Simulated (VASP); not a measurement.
# Ge in VASP: further runs

Runs on Ge. Level: PBE. Tasks: single point.

Program: VASP 6.6.1. These are calculated values, not measurements. Logs are shortened: lines on timing, memory, paths and dates and some standing lists are left out, and cuts for length are marked.

### Step 1. The cell of the first run

The typed cell holds 4 atoms: a = 3.998 Å, b = 3.998 Å, c = 6.599 Å, α = 90.00°, β = 90.00°, γ = 120.00°.

### Step 2. Single point, PBE (one atom moved)

INCAR

```
SYSTEM = Ge
PREC     = Accurate       ! precision mode
ENCUT    = 500            ! plane-wave cutoff, eV
EDIFF    = 1E-6           ! SCF threshold, eV
ISMEAR   = 0              ! smearing method
SIGMA    = 0.1            ! smearing width, eV
LREAL    = .False.        ! projectors in reciprocal space
LASPH    = .True.         ! aspherical terms in the spheres
NELM     = 120            ! most SCF steps
ALGO     = Normal         ! electronic algorithm
ISIF     = 2              ! what is computed and relaxed
LWAVE    = .False.        ! write WAVECAR
LCHARG   = .False.        ! write CHGCAR
GGA      = PE             ! functional
NBANDS   = 36             ! bands
GGA_COMPAT= .False.      
KPAR     = 4
```

KPOINTS

```
regular mesh
0
Gamma
  12 12 6
  0 0 0
```

POSCAR

```
Ge
1.0
    3.9975858431      0.0000000000      0.0000000000
   -1.9987929216      3.4620108940      0.0000000000
    0.0000000000      0.0000000000      6.5993779500
Ge
4
Direct
    0.6666666700      0.3333333300      0.0629012500
    0.3333333300      0.6666666700      0.5629012500
    0.6666666700      0.3333333300      0.4370987500
    0.3262665935      0.6454189032      0.9567899998
```

Potentials or basis: VASP PAW PBE potentials, release 64 (Ge_d).

The run is started by

```console
cat potpaw_PBE.64/Ge_d/POTCAR > POTCAR
mpirun -np 4 vasp_std > vasp.out
```

OUTCAR:

```text
SYSTEM = Ge
   PREC = Accurate
   ENCUT = 500
   EDIFF = 1E-6
   ISMEAR = 0
   LREAL = .False.
   LASPH = .True.
   NELM = 120
   ISIF = 2
   GGA = PE

 ion  position               nearest neighbor table
   1  0.667  0.333  0.063-   4 2.37   4 2.39   3 2.47   4 2.48
   2  0.333  0.667  0.563-   3 2.45   3 2.45   3 2.45   4 2.60
   3  0.667  0.333  0.437-   2 2.45   2 2.45   2 2.45   1 2.47
   4  0.326  0.645  0.957-   1 2.37   1 2.39   1 2.48   2 2.60

  LATTYP: Found a hexagonal cell.
 ALAT       =     3.9975858431
 C/A-ratio  =     1.6508408347

  Lattice vectors:

 A1 = (   3.9975858431,   0.0000000000,   0.0000000000)
 A2 = (  -1.9987929216,   3.4620108940,   0.0000000000)
 A3 = (   0.0000000000,   0.0000000000,   6.5993779500)

Analysis of symmetry for initial positions (statically):
=====================================================================
 Subroutine PRICEL returns:
 Original cell was already a primitive cell.

 Routine SETGRP: Setting up the symmetry group for a
 hexagonal supercell.

 Subroutine GETGRP returns: Found  1 space group operations
 (whereof  1 operations were pure point group operations)
 out of a pool of 24 trial point group operations.

The static configuration has the point symmetry C_1 .

Analysis of symmetry for dynamics (positions and initial velocities):
=====================================================================
 Subroutine PRICEL returns:
 Original cell was already a primitive cell.

 Routine SETGRP: Setting up the symmetry group for a
 hexagonal supercell.

 Subroutine GETGRP returns: Found  1 space group operations
 (whereof  1 operations were pure point group operations)
 out of a pool of 24 trial point group operations.

The dynamic configuration has the point symmetry C_1 .

 Subroutine INISYM returns: Found  1 space group operations
 (whereof  1 operations are pure point group operations),
 and found     1 'primitive' translations

----------------------------------------------------------------------------------------

                                     Primitive cell

  volume of cell :      91.3333

  direct lattice vectors                    reciprocal lattice vectors
[... 87 lines left out ...]
   LSORBIT =      F    spin-orbit coupling
   LASPH  =      T    aspherical Exc in radial PAW
   ENCUT  =  500.0 eV  36.75 Ry    6.06 a.u.   7.29  7.29 12.03*2*pi/ulx,y,z
   NELM   =    120;   NELMIN=  2; NELMDL= -5     # of ELM steps
   EDIFF  = 0.1E-05   stopping-criterion for ELM
   LREAL  =      F    real-space projection
   EDIFFG = 0.1E-04   stopping-criterion for IOM
   NSW    =      0    number of steps for IOM
   IBRION =     -1    ionic relax: 0-MD 1-quasi-New 2-CG
   NFREE  =      0    steps in history (QN), initial steepest desc. (CG)
   ISIF   =      2    stress and relaxation
   ISYM   =      2    0-nonsym 1-usesym 2-fastsym
   POTIM  = 0.5000    time-step for ionic-motion
   TEBEG  =    0.0;   TEEND  =   0.0 temperature during run
   PSTRESS=    0.0 pullay stress
   NELECT =      56.0000    total number of electrons
   NUPDOWN=      -1.0000    fix difference up-down
   EMIN   =  10.00;   EMAX   =-10.00  energy-range for DOS
   EFERMI =   0.00;   METHOD = LEGACY
   ISMEAR =     0;   SIGMA  =   0.10  broadening in eV -4-tet -1-fermi 0-gaus
   EFERMI_NEDOS =   21; number of points for ismear=-14 and -15
   IALGO  =     38    algorithm
   IMIX   =      4    mixing-type and parameters
     AMIX     =   0.40;   BMIX     =  1.00
     AMIX_MAG =   1.60;   BMIX_MAG =  1.00
  volume/ion in A,a.u.               =      22.83       154.09
  Fermi-wavevector in a.u.,A,eV,Ry     =   1.390789  2.628209 26.317650  1.934293
  Thomas-Fermi vector in A             =   2.514690
   LORBIT       =      0    0 simple, 1 ext, 2 COOP (PROOUT), +10 PAW based schemes
   GGA     = PE    functional components
   LHFCALC =     F    Hartree Fock is set to
   AEXX    =    0.0000 exact exchange contribution
   IVDW    =     0    specifies the selected vdW correction
   LEPSILON=     F    determine dielectric tensor
   LRPA    =     F    only Hartree local field effects (RPA)
 non-spin polarized calculation
 Gauss-broadening in eV      SIGMA  =   0.10
  energy-cutoff  :      500.00
  volume of cell :       91.33
 maximum number of plane-waves:      2364
 NGX is ok and might be reduce to    30
   NGX = 15   NGY = 15   NGZ = 25

 number of electron      56.0000063 magnetization

 Free energy of the ion-electron system (eV)
  ---------------------------------------------------
  ext. energy  EPLUGINS =         0.00000000
  ---------------------------------------------------
  free energy    TOTEN  =       -17.83666784 eV

  energy without entropy =      -17.83592429  energy(sigma->0) =      -17.83629607

 E-fermi :   4.9952     XC(G=0):  -9.8787

 val. band max:        4.9896339635   @ k =   0.0000   0.0000   0.0000
 cond. band min:       4.9969129857   @ k =   0.0833   0.0000   0.0000
 fundamental gap:      0.0072790223
 Fermi energy:         4.9951971191

 k-point     1 :       0.0000    0.0000    0.0000
  band No.  band energies     occupation
      1     -20.0721      2.00000
      2     -20.0487      2.00000
      3     -19.9929      2.00000
      4     -19.9879      2.00000
      5     -19.9751      2.00000
      6     -19.9110      2.00000
[... 925 lines left out ...]
     35      10.6830      0.00000
     36      11.5935      0.00000

 [... further k-points ...]

------------------------ aborting loop because EDIFF is reached ----------------------------------------

  FORCE on cell =-STRESS in cart. coord.  units (eV):
  Direction    XX          YY          ZZ          XY          YZ          ZX
  --------------------------------------------------------------------------------------
  -------------------------------------------------------------------------------------
  Total        3.1139166      1.7362404      0.6529283     -0.1489550     -0.3613674      0.0950282
  in kB       54.6246073     30.4572875     11.4537272     -2.6129820     -6.3391398      1.6669929
  external PRESSURE =      32.1785407 kB  Pullay stress =       0.0000000 kB

 VOLUME and BASIS-vectors are now :
 -----------------------------------------------------------------------------
  energy-cutoff  :      500.00
  volume of cell :       91.33
      direct lattice vectors                 reciprocal lattice vectors
     3.997585843  0.000000000  0.000000000     0.250150976  0.144424733  0.000000000
    -1.998792922  3.462010894  0.000000000     0.000000000  0.288849467  0.000000000
     0.000000000  0.000000000  6.599377950     0.000000000  0.000000000  0.151529433

 POSITION                                       TOTAL-FORCE (eV/Angst)
 -----------------------------------------------------------------------------------
      1.99879      1.15400      0.41511         0.205948     -0.853241      0.583600
     -0.00000      2.30801      3.71480         0.010351     -0.053548      0.643203
      1.99879      1.15400      2.88458        -0.003148      0.014848      0.172221
      0.01422      2.23445      6.31422        -0.213151      0.891941     -1.399024
 -----------------------------------------------------------------------------------
    total drift:                                0.001001      0.000557      0.000420

  FREE ENERGIE OF THE ION-ELECTRON SYSTEM (eV)
  ---------------------------------------------------
  free  energy   TOTEN  =       -17.8366678431 eV

  energy  without entropy=      -17.8359242929  energy(sigma->0) =      -17.83629607
```

stdout:

```text
POSCAR found type information on POSCAR Ge
 POSCAR found :  1 types and       4 ions
 scaLAPACK will be used
 LDA part: xc-table for (Slater+PW92), standard interpolation
 POSCAR, INCAR and KPOINTS ok, starting setup
 FFT: planning ... GRIDC
 FFT: planning ... GRID_SOFT
 FFT: planning ... GRID
 WAVECAR not read
 entering main loop
```

It took 8.4 min on 4 MPI ranks of AMD EPYC 7R43 (Zen 3), shared host; peak memory 0.88 GiB.

Results:

- Free energy: -17.8367 eV
- Pressure: 3.2 GPa
- Largest force: 1.673 eV/Å
- Band gap on the k mesh: zero (bands 28 and 29 overlap by 0.08 eV)

Forces in eV/Å, atoms in the order of the input:
```
Ge   0.206 -0.853  0.584
Ge   0.010 -0.054  0.643
Ge  -0.003  0.015  0.172
Ge  -0.213  0.892 -1.399
```

Stress tensor (GPa, compression positive):
```
 5.46 -0.26  0.17
-0.26  3.05 -0.63
 0.17 -0.63  1.15
```

Levels at points of the mesh, in eV from the Fermi level:
| k point | band 26 | band 27 | band 28 | band 29 | band 30 | band 31 |
| --- | --- | --- | --- | --- | --- | --- |
| (0.00, 0.00, 0.00) | -0.38 | -0.15 | -0.01 | 0.03 | 0.23 | 2.14 |
| (0.50, 0.00, 0.00) | -3.17 | -2.68 | -1.59 | 0.42 | 1.61 | 3.82 |
| (0.00, 0.50, 0.00) | -3.27 | -2.55 | -1.66 | 0.29 | 1.51 | 3.67 |
| (0.50, 0.50, 0.00) | -3.15 | -2.72 | -1.58 | 0.45 | 1.64 | 3.84 |
| (0.00, 0.00, 0.50) | -0.96 | -0.75 | -0.72 | 0.20 | 0.74 | 2.89 |
| (0.50, 0.00, 0.50) | -2.56 | -2.30 | -2.25 | 0.43 | 0.65 | 1.76 |
| (0.00, 0.50, 0.50) | -2.63 | -2.32 | -2.30 | 0.38 | 0.73 | 1.67 |
| (0.50, 0.50, 0.50) | -2.55 | -2.30 | -2.24 | 0.43 | 0.65 | 1.78 |

Caveat: the cell differs from its parent crystal (one atom moved); the cell stands under pressure; semilocal functionals underestimate gaps, so a narrow gap can read as zero; forces of over 1 eV/Å act on the atoms, so gaps and moduli don't describe the material at rest.

### Step 3. Single point, PBE (biaxial strain in the a-b plane: -1.5 %)

INCAR

```
PREC = Accurate
ENCUT = 520
EDIFF = 1E-6
ISMEAR = 0
SIGMA = 0.1
LREAL = F
LASPH = T
NELM = 80
ALGO = Normal
ISIF = 2
LWAVE = F
LCHARG = F
GGA = PE
NBANDS = 36
```

KPOINTS

```
regular mesh
0
Gamma
  12 12 8
```

POSCAR

```
Ge
1.0
    3.9972843576      0.0000000000      0.0000000000
   -1.9986421788      3.4617497998      0.0000000000
    0.0000000000      0.0000000000      6.7527609448
Ge
4
Direct
    0.6666666667      0.3333333333      0.0627911807
    0.3333333333      0.6666666667      0.5627911807
    0.6666666667      0.3333333333      0.4372088193
    0.3333333333      0.6666666667      0.9372088193
```

Potentials or basis: VASP PAW PBE potentials, release 64 (Ge_d).

The run is started by

```console
cat potpaw_PBE.64/Ge_d/POTCAR > POTCAR
mpirun -np 1 vasp_std > vasp.out
```

Wall time 5.8 min (1 thread of Intel Xeon Platinum 8488C (Sapphire Rapids), shared host); peak memory 0.35 GiB.

It converged, with:

```yaml
Free_energy: -17.9769 eV
Pressure: 1.4 GPa
Largest_force: 0.203 eV/Å
Band_gap_on_the_k_mesh: 0.04 eV
```

Forces in eV/Å, atoms in the order of the input:
```
Ge   0.000  0.000  0.203
Ge   0.000  0.000  0.203
Ge   0.000  0.000 -0.203
Ge   0.000  0.000 -0.203
```

Stress tensor (GPa, compression positive):
```
 2.65  0.00  0.00
 0.00  2.65  0.00
 0.00  0.00 -1.18
```

Levels at points of the mesh, in eV from the valence-band top:
```tsv
k point	band 24	band 25	band 26	band 27	band 28	band 29	band 30	band 31	band 32	band 33
(0.00, 0.00, 0.00)	-1.40	-1.40	-0.36	-0.24	0.00	0.04	0.04	2.33	2.33	2.48
(0.50, 0.00, 0.00)	-6.85	-4.49	-2.98	-2.75	-1.53	0.59	1.43	3.46	3.74	3.93
(0.00, 0.00, 0.50)	-4.90	-0.83	-0.83	-0.83	-0.83	0.69	0.69	3.35	3.35	3.35
(0.50, 0.00, 0.50)	-7.87	-2.61	-2.61	-2.38	-2.38	0.42	0.42	2.03	2.03	5.97
```

Caveat: the cell differs from its parent crystal (biaxial strain in the a-b plane: -1.5 %).

### Step 4. Single point, PBE

This run uses another cell than the first one, of 23.86 Å³/atom.

INCAR

```
PREC = Accurate ; ENCUT = 520
EDIFF = 1E-7 ; ISMEAR = 0
SIGMA = 0.15 ; LREAL = False
LASPH = True ; NELM = 60
ALGO = Normal ; ISIF = 2
LWAVE = False ; LCHARG = True
GGA = PE ; LELF = True
LVHAR = True ; NBANDS = 36
```

KPOINTS

```
Automatic mesh
0
Gamma
  12 12 8
```

POSCAR

```
Ge
1.0
    4.0581567077      0.0000000000      0.0000000000
   -2.0290783539      3.5144668014      0.0000000000
    0.0000000000      0.0000000000      6.6925281924
Ge
4
Direct
    0.6666666667      0.3333333333      0.0627911807
    0.3333333333      0.6666666667      0.5627911807
    0.6666666667      0.3333333333      0.4372088193
    0.3333333333      0.6666666667      0.9372088193
```

The run is started by

```console
cat potpaw_PBE.64/Ge_d/POTCAR > POTCAR
mpirun -np 1 vasp_std > vasp.out
```

Run time: 8.5 min. Hardware: 1 thread of AMD EPYC 7R13, shared host; peak memory 0.33 GiB.

Results (log left out):

```yaml
Free_energy: -18.0032 eV
Pressure: 0.0 GPa
Band_gap_on_the_k_mesh: zero (bands 28 and 29 overlap by 0.01 eV)
```

Levels at points of the mesh, in eV from the Fermi level:
| k point | band 25 | band 26 | band 27 | band 28 | band 29 | band 30 | band 31 | band 32 |
| --- | --- | --- | --- | --- | --- | --- | --- | --- |
| (0.00, 0.00, 0.00) | -1.44 | -0.43 | -0.23 | -0.17 | 0.08 | 0.08 | 2.24 | 2.24 |
| (0.50, 0.00, 0.00) | -4.38 | -2.94 | -2.67 | -1.41 | 0.55 | 1.49 | 3.55 | 3.66 |
| (0.00, 0.00, 0.50) | -0.85 | -0.85 | -0.85 | -0.85 | 0.52 | 0.52 | 3.30 | 3.30 |
| (0.50, 0.00, 0.50) | -2.46 | -2.46 | -2.32 | -2.32 | 0.48 | 0.48 | 2.13 | 2.13 |

Caveat: semilocal functionals underestimate gaps, so a narrow gap can read as zero.

### Step 5. Overview

| cell | k mesh | cutoff (eV) | smearing | gap on the mesh (eV) | pressure (GPa) | largest force (eV/Å) |
| --- | --- | --- | --- | --- | --- | --- |
| a = 3.998, b = 3.998, c = 6.599 Å, angles 90.0, 90.0, 120.0°, 4 atoms, atomic positions A | 12 × 12 × 6 | 500 | gaussian 0.1 eV | none | 3.2 | 1.67 |
| a = 3.997, b = 3.997, c = 6.753 Å, angles 90.0, 90.0, 120.0°, 4 atoms, atomic positions B | 12 × 12 × 8 | 520 | gaussian 0.1 eV | 0.04 | 1.4 | 0.20 |
| a = 4.058, b = 4.058, c = 6.693 Å, angles 90.0, 90.0, 120.0°, 4 atoms, atomic positions B | 12 × 12 × 8 | 520 | gaussian 0.15 eV | none | 0.0 | - |

Alike in all rows: task single point; level PBE; potentials or basis VASP PAW PBE potentials, release 64 (Ge_d); no spin polarisation.

Caveats: semilocal functionals underestimate gaps, so a narrow gap can read as zero (at least some runs); the cell stands under pressure (at least some runs); forces of over 1 eV/Å act on the atoms, so gaps and moduli don't describe the material at rest (at least some runs).

Absolute energies hang on the potentials; compare differences alone.
